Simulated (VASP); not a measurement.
A run of VASP 6.6.1 is set up as follows.

INCAR

```
SYSTEM = EuS
ALGO     = Normal         ! electronic algorithm
EDIFF    = 1E-6           ! SCF threshold, eV
ENCUT    = 600            ! plane-wave cutoff, eV
GGA      = RE             ! functional
GGA_COMPAT= .False.      
ISIF     = 2              ! what is computed and relaxed
ISMEAR   = -1             ! smearing method
ISPIN    = 2              ! spin polarisation
IVDW     = 13             ! dispersion correction
LASPH    = .True.         ! aspherical terms in the spheres
LCHARG   = .True.         ! write CHGCAR
LELF     = .True.         ! ELF
LMAXMIX  = 6              ! l up to which the mixer works
LORBIT   = 11             ! projections on sites
LREAL    = .False.        ! projectors in reciprocal space
LVHAR    = .True.       
LWAVE    = .False.        ! write WAVECAR
MAGMOM   = 4.9 0          ! initial moments
NBANDS   = 22             ! bands
NELM     = 200            ! most SCF steps
PREC     = Accurate       ! precision mode
SIGMA    = 0.1            ! smearing width, eV
```

The input KPOINTS:

```
k-points
0
Gamma
  8 8 8
  0 0 0
```

Contents of POSCAR:

```
EuS
1.0
    0.0000000000      2.9785000000      2.9785000000
    2.9785000000      0.0000000000      2.9785000000
    2.9785000000      2.9785000000      0.0000000000
Eu S
1 1
Direct
    0.0000000000      0.0000000000      0.0000000000
    0.5000000000      0.5000000000      0.5000000000
```

Potentials or basis: VASP PAW PBE potentials, release 64 (Eu, S).

The run is started by

```console
$ cat potpaw_PBE.64/Eu/POTCAR potpaw_PBE.64/S/POTCAR > POTCAR
$ mpirun -np 1 vasp_std > vasp.out
```

(1) Estimate the band gap on the k mesh.

(2) Predict the site moments.

(3) What does it give for the dispersion energy per atom?

## Answers

(1) zero (filled and empty bands overlap).

(2) Eu +6.58; S -0.08 μB.

(3) -0.431 eV.

Caveat: the cell stands under tension; spin-orbit coupling is left out, which moves the levels of the heavy elements; a cell with one magnetic atom can't hold antiferromagnetic order, which such compounds often take; semilocal functionals describe open f shells poorly, which spoils levels, moments and volumes.
